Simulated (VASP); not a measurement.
# LiCl2 (P3_121) in VASP: single point with PBE

Aim: the single point of LiCl2 with PBE.

Everything below comes from runs of VASP 6.6.1. Logs are shortened: lines on timing, memory, paths and dates and some standing lists are left out, and cuts for length are marked.

## Step 1: The cell of the first run

The structure is trigonal, space group P3_121 (No. 152). The conventional cell has a = 6.751 Å, b = 6.751 Å, c = 5.320 Å, α = 90.00°, β = 90.00°, γ = 120.00°. Li (site symmetry 2) has 6 Cl at 2.39 to 3.24 Å within 3.3 Å. Within 3.3 Å of Cl (site symmetry 1) lie 3 Li at 2.39 to 3.24 Å and 2 Cl at 2.65 to 2.67 Å.

## Step 2: Single point, PBE

Input file INCAR:

```
PREC = Accurate ; ENCUT = 520
EDIFF = 1E-6 ; ISMEAR = 0
SIGMA = 0.1 ; LREAL = F
LASPH = T ; NELM = 60
ALGO = Normal ; ISIF = 2
LWAVE = F ; LCHARG = T
GGA = PE ; LELF = T
LVHAR = T ; NBANDS = 36
```

Input file KPOINTS:

```
regular mesh
0
Gamma
  6 6 8
```

Input file POSCAR:

```
LiCl2
1.0
    6.7514516909      0.0000000000      0.0000000000
   -3.3757258454      5.8469286767      0.0000000000
    0.0000000000      0.0000000000      5.3196674088
Li Cl
3 6
Direct
    0.3607836435      0.0000000000      0.3333333333
    0.0000000000      0.3607836435      0.6666666667
    0.6392163565      0.6392163565      0.0000000000
    0.3361183169      0.3343091882      0.2506405082
    0.6656908118      0.0018091287      0.5839738415
    0.9981908713      0.6638816831      0.9173071749
    0.3343091882      0.3361183169      0.7493594918
    0.0018091287      0.6656908118      0.4160261585
    0.6638816831      0.9981908713      0.0826928251
```

Potentials or basis: VASP PAW PBE potentials, release 64 (Li_sv, Cl).

Started as:

```
$ cat potpaw_PBE.64/Li_sv/POTCAR potpaw_PBE.64/Cl/POTCAR > POTCAR
$ mpirun -np 1 vasp_std > vasp.out
```

OUTCAR:

```text
PREC = Accurate
   ENCUT = 520
   EDIFF = 1E-6
   ISMEAR = 0
   LREAL = F
   LASPH = T
   NELM = 60
   ISIF = 2
   GGA = PE

 ion  position               nearest neighbor table
   1  0.361  0.000  0.333-   4 2.39   8 2.39   9 2.45   5 2.45
   2  0.000  0.361  0.667-   7 2.39   5 2.39   8 2.45   6 2.45
   3  0.639  0.639  0.000-   9 2.39   6 2.39   4 2.45   7 2.45
   4  0.336  0.334  0.251-   1 2.39   3 2.45   7 2.65
   5  0.666  0.002  0.584-   2 2.39   1 2.45   9 2.65
   6  0.998  0.664  0.917-   3 2.39   2 2.45   8 2.65
   7  0.334  0.336  0.749-   2 2.39   3 2.45   4 2.65
   8  0.002  0.666  0.416-   1 2.39   2 2.45   6 2.65
   9  0.664  0.998  0.083-   3 2.39   1 2.45   5 2.65

  LATTYP: Found a hexagonal cell.
 ALAT       =     6.7514516909
 C/A-ratio  =     0.7879294191

  Lattice vectors:

 A1 = (   6.7514516909,   0.0000000000,   0.0000000000)
 A2 = (  -3.3757258454,   5.8469286767,   0.0000000000)
 A3 = (   0.0000000000,   0.0000000000,   5.3196674088)

Analysis of symmetry for initial positions (statically):
=====================================================================
 Subroutine PRICEL returns:
 Original cell was already a primitive cell.

 Routine SETGRP: Setting up the symmetry group for a
 hexagonal supercell.

 Subroutine GETGRP returns: Found  6 space group operations
 (whereof  2 operations were pure point group operations)
 out of a pool of 24 trial point group operations.

The static configuration has the point symmetry C_2 .
 The point group associated with its full space group is D_3 .

Analysis of symmetry for dynamics (positions and initial velocities):
=====================================================================
 Subroutine PRICEL returns:
 Original cell was already a primitive cell.

 Routine SETGRP: Setting up the symmetry group for a
 hexagonal supercell.

 Subroutine GETGRP returns: Found  6 space group operations
 (whereof  2 operations were pure point group operations)
 out of a pool of 24 trial point group operations.

The dynamic configuration has the point symmetry C_2 .
 The point group associated with its full space group is D_3 .

 Subroutine INISYM returns: Found  6 space group operations
 (whereof  2 operations are pure point group operations),
 and found     1 'primitive' translations

----------------------------------------------------------------------------------------

                                     Primitive cell

  volume of cell :     209.9952

  direct lattice vectors                    reciprocal lattice vectors
     6.751451691  0.000000000  0.000000000     0.148116293  0.085514982  0.000000000
    -3.375725845  5.846928677  0.000000000     0.000000000  0.171029964  0.000000000
     0.000000000  0.000000000  5.319667409     0.000000000  0.000000000  0.187981677

  length of vectors
     6.751451691  6.751451691  5.319667409     0.171029964  0.171029964  0.187981677

  position of ions in fractional coordinates (direct lattice)
     0.360783643  0.000000000  0.333333333
     0.000000000  0.360783643  0.666666667
     0.639216357  0.639216357  0.000000000
     0.336118317  0.334309188  0.250640508
     0.665690812  0.001809129  0.583973841
     0.998190871  0.663881683  0.917307175
     0.334309188  0.336118317  0.749359492
     0.001809129  0.665690812  0.416026159
     0.663881683  0.998190871  0.082692825

  ion indices of the primitive-cell ions
   primitive index   ion index
                 1           1
                 2           2
                 3           3
                 4           4
                 5           5
                 6           6
                 7           7
                 8           8
                 9           9

----------------------------------------------------------------------------------------

 KPOINTS: regular mesh

Automatic generation of k-mesh.
 Grid dimensions read from file:
 generate k-points for:    6    6    8

 Generating k-lattice:

  Cartesian coordinates                     Fractional coordinates (reciprocal lattice)
     0.024686049  0.014252497  0.000000000     0.166666667  0.000000000  0.000000000
     0.000000000  0.028504994  0.000000000     0.000000000  0.166666667  0.000000000
     0.000000000  0.000000000  0.023497710     0.000000000  0.000000000  0.125000000

  Length of vectors
     0.028504994  0.028504994  0.023497710

  Shift w.r.t. Gamma in fractional coordinates (k-lattice)
     0.000000000  0.000000000  0.000000000

 Subroutine IBZKPT returns following result:
 ===========================================

 Found     44 irreducible k-points:

 Following reciprocal coordinates:
            Coordinates               Weight
  0.000000  0.000000  0.000000      1.000000
  0.166667  0.000000  0.000000      6.000000
  0.333333  0.000000  0.000000      6.000000
  0.500000 -0.000000  0.000000      3.000000
  0.166667  0.166667  0.000000      6.000000
  0.333333  0.166667  0.000000     12.000000
[... 16 lines left out ...]
  0.500000 -0.000000  0.250000      6.000000
  0.166667  0.166667  0.250000     12.000000
 [... further k-points ...]
   k-points           NKPTS =     44   k-points in BZ     NKDIM =     44   number of bands    NBANDS=     36
   number of dos      NEDOS =    301   number of ions     NIONS =      9
   total plane-waves  NPLWV = 100000
   dimension x,y,z NGX =    50 NGY =   50 NGZ =   40
   dimension x,y,z NGXF=   100 NGYF=  100 NGZF=   80
   ions per type =               3   6
   NGX,Y,Z   is equivalent  to a cutoff of  12.31, 12.31, 12.50 a.u.
   NGXF,Y,Z  is equivalent  to a cutoff of  24.62, 24.62, 25.00 a.u.
 SYSTEM =  unknown system
   PREC   = accura    normal or accurate (medium, high low for compatibility)
   ISTART =      0    job   : 0-new  1-cont  2-samecut
   ICHARG =      2    charge: 1-file 2-atom 10-const
   ISPIN  =      1    spin polarized calculation?
   LNONCOLLINEAR =      F non collinear calculations
   LSORBIT =      F    spin-orbit coupling
   LASPH  =      T    aspherical Exc in radial PAW
   ENCUT  =  520.0 eV  38.22 Ry    6.18 a.u.  12.55 12.55  9.89*2*pi/ulx,y,z
   NELM   =     60;   NELMIN=  2; NELMDL= -5     # of ELM steps
   EDIFF  = 0.1E-05   stopping-criterion for ELM
   LREAL  =      F    real-space projection
   EDIFFG = 0.1E-04   stopping-criterion for IOM
   NSW    =      0    number of steps for IOM
   IBRION =     -1    ionic relax: 0-MD 1-quasi-New 2-CG
   NFREE  =      0    steps in history (QN), initial steepest desc. (CG)
   ISIF   =      2    stress and relaxation
   ISYM   =      2    0-nonsym 1-usesym 2-fastsym
   POTIM  = 0.5000    time-step for ionic-motion
   TEBEG  =    0.0;   TEEND  =   0.0 temperature during run
   PSTRESS=    0.0 pullay stress
   NELECT =      51.0000    total number of electrons
   NUPDOWN=      -1.0000    fix difference up-down
   EMIN   =  10.00;   EMAX   =-10.00  energy-range for DOS
   EFERMI =   0.00;   METHOD = LEGACY
   ISMEAR =     0;   SIGMA  =   0.10  broadening in eV -4-tet -1-fermi 0-gaus
   EFERMI_NEDOS =   21; number of points for ismear=-14 and -15
   IALGO  =     38    algorithm
   IMIX   =      4    mixing-type and parameters
     AMIX     =   0.40;   BMIX     =  1.00
     AMIX_MAG =   1.60;   BMIX_MAG =  1.00
  volume/ion in A,a.u.               =      23.33       157.46
  Fermi-wavevector in a.u.,A,eV,Ry     =   1.021398  1.930163 14.194335  1.043254
  Thomas-Fermi vector in A             =   2.155021
   LORBIT       =      0    0 simple, 1 ext, 2 COOP (PROOUT), +10 PAW based schemes
   GGA     = PE    functional components
   LHFCALC =     F    Hartree Fock is set to
   AEXX    =    0.0000 exact exchange contribution
   IVDW    =     0    specifies the selected vdW correction
   LEPSILON=     F    determine dielectric tensor
   LRPA    =     F    only Hartree local field effects (RPA)
 non-spin polarized calculation
 Gauss-broadening in eV      SIGMA  =   0.10
  energy-cutoff  :      520.00
  volume of cell :      210.00
 maximum number of plane-waves:      5732
   NGX = 25   NGY = 25   NGZ = 19

 number of electron      51.0000020 magnetization

 Free energy of the ion-electron system (eV)
  ---------------------------------------------------
  ext. energy  EPLUGINS =         0.00000000
  ---------------------------------------------------
  free energy    TOTEN  =       -26.45134799 eV

  energy without entropy =      -26.41262694  energy(sigma->0) =      -26.43198747

 E-fermi :   0.3985     XC(G=0):  -7.7313

 val. band max:        0.3919289545   @ k =   0.3333   0.3333   0.2500
 cond. band min:       0.4011780780   @ k =   0.3333   0.3333   0.2500
 fundamental gap:      0.0092491236
 Fermi energy:         0.3984969411

 k-point     1 :       0.0000    0.0000    0.0000
  band No.  band energies     occupation
      1     -44.4803      2.00000
      2     -44.4799      2.00000
      3     -44.4799      2.00000
      4     -14.9090      2.00000
      5     -14.7087      2.00000
      6     -14.7087      2.00000
[... 28 lines left out ...]
     35       8.8206      0.00000
     36       9.0235      0.00000

 k-point     2 :       0.1667    0.0000    0.0000
  band No.  band energies     occupation
      1     -44.4803      2.00000
      2     -44.4800      2.00000
      3     -44.4799      2.00000
      4     -14.8939      2.00000
      5     -14.7186      2.00000
      6     -14.7152      2.00000
[... 28 lines left out ...]
     35       8.3498      0.00000
     36       8.7722      0.00000

 k-point     3 :       0.3333    0.0000    0.0000
  band No.  band energies     occupation
      1     -44.4802      2.00000
      2     -44.4800      2.00000
      3     -44.4799      2.00000
      4     -14.8533      2.00000
      5     -14.7505      2.00000
      6     -14.7265      2.00000
[... 28 lines left out ...]
     35       8.3508      0.00000
     36       8.5671      0.00000

 k-point     4 :       0.5000   -0.0000    0.0000
  band No.  band energies     occupation
      1     -44.4801      2.00000
      2     -44.4801      2.00000
      3     -44.4800      2.00000
      4     -14.8018      2.00000
      5     -14.7982      2.00000
      6     -14.7316      2.00000
[... 28 lines left out ...]
     35       8.3257      0.00000
     36       8.3661      0.00000

 k-point     5 :       0.1667    0.1667    0.0000
  band No.  band energies     occupation
      1     -44.4803      2.00000
      2     -44.4800      2.00000
      3     -44.4800      2.00000
      4     -14.8661      2.00000
      5     -14.7323      2.00000
      6     -14.7313      2.00000
[... 655 lines left out ...]
 k-point    22 :       0.0000    0.3333    0.2500
  band No.  band energies     occupation
      1     -44.4802      2.00000
      2     -44.4801      2.00000
      3     -44.4799      2.00000
      4     -14.6514      2.00000
      5     -14.5533      2.00000
      6     -14.5266      2.00000
[... 28 lines left out ...]
     35       8.5353      0.00000
     36       8.6042      0.00000

 k-point    23 :       0.5000   -0.0000    0.2500
  band No.  band energies     occupation
      1     -44.4802      2.00000
      2     -44.4801      2.00000
      3     -44.4800      2.00000
      4     -14.6020      2.00000
      5     -14.5975      2.00000
      6     -14.5331      2.00000
[... 28 lines left out ...]
     35       8.4829      0.00000
     36       8.6781      0.00000

 k-point    24 :       0.1667    0.1667    0.2500
  band No.  band energies     occupation
      1     -44.4802      2.00000
      2     -44.4801      2.00000
      3     -44.4799      2.00000
      4     -14.6642      2.00000
      5     -14.5355      2.00000
      6     -14.5310      2.00000
[... 28 lines left out ...]
     35       8.4498      0.00000
     36       8.9685      0.00000

 [... further k-points ...]

------------------------ aborting loop because EDIFF is reached ----------------------------------------

  FORCE on cell =-STRESS in cart. coord.  units (eV):
  Direction    XX          YY          ZZ          XY          YZ          ZX
  --------------------------------------------------------------------------------------
  -------------------------------------------------------------------------------------
  Total       -0.0913541     -0.0913541     -0.1180850     -0.0000000     -0.0000000      0.0000000
  in kB       -0.6969946     -0.6969946     -0.9009397     -0.0000000     -0.0000000      0.0000000
  external PRESSURE =      -0.7649763 kB  Pullay stress =       0.0000000 kB

 VOLUME and BASIS-vectors are now :
 -----------------------------------------------------------------------------
  energy-cutoff  :      520.00
  volume of cell :      210.00
      direct lattice vectors                 reciprocal lattice vectors
     6.751451691  0.000000000  0.000000000     0.148116293  0.085514982  0.000000000
    -3.375725845  5.846928677  0.000000000     0.000000000  0.171029964  0.000000000
     0.000000000  0.000000000  5.319667409     0.000000000  0.000000000  0.187981677

 POSITION                                       TOTAL-FORCE (eV/Angst)
 -----------------------------------------------------------------------------------
      2.43581      0.00000      1.77322         0.001360     -0.000000     -0.000000
     -1.21791      2.10948      3.54644        -0.000680      0.001178     -0.000000
      2.15782      3.73745      0.00000        -0.000680     -0.001178     -0.000000
      1.14075      1.95468      1.33332        -0.001277      0.001479     -0.000093
      4.48827      0.01058      3.10655        -0.000642     -0.001846     -0.000093
      4.49815      3.88167      4.87977         0.001919      0.000367     -0.000093
      1.12243      1.96526      3.98634         0.001919     -0.000367      0.000093
     -2.23498      3.89225      2.21312        -0.001277     -0.001479      0.000093
      1.11255      5.83635      0.43990        -0.000642      0.001846      0.000093
 -----------------------------------------------------------------------------------
    total drift:                                0.000003      0.000006      0.000000

  FREE ENERGIE OF THE ION-ELECTRON SYSTEM (eV)
  ---------------------------------------------------
  free  energy   TOTEN  =       -26.4513479948 eV

  energy  without entropy=      -26.4126269367  energy(sigma->0) =      -26.43198747
```

Wall time 7.9 min (1 thread of Intel Xeon 8259CL, shared host); peak memory 0.44 GiB.

Results:

```
Free energy            : -26.4513 eV
Band gap on the k mesh : zero (an odd number of electrons rules out a gap without spin polarisation)
```

Levels at points of the mesh, in eV from the Fermi level:
| k point | band 22 | band 23 | band 24 | band 25 | band 26 | band 27 | band 28 | band 29 |
| --- | --- | --- | --- | --- | --- | --- | --- | --- |
| (0.00, 0.00, 0.00) | -1.53 | -1.53 | -1.47 | 1.21 | 1.21 | 1.26 | 4.66 | 6.74 |
| (0.50, 0.00, 0.00) | -1.61 | -1.56 | -1.35 | 1.22 | 1.23 | 1.24 | 6.09 | 6.28 |
| (0.00, 0.00, 0.50) | -2.18 | -2.18 | -1.99 | -1.83 | -1.83 | -1.79 | 5.71 | 5.71 |
| (0.50, 0.00, 0.50) | -2.21 | -2.10 | -2.04 | -2.02 | -2.00 | -1.96 | 6.78 | 6.83 |

Caveat: the cutoff is under 1.25 times the usual one of these potentials, so pressure, stress and relaxed cells hold a basis-set (Pulay) error; an odd number of electrons without spin polarisation forces a metal; a magnetic or distorted state may lie lower.
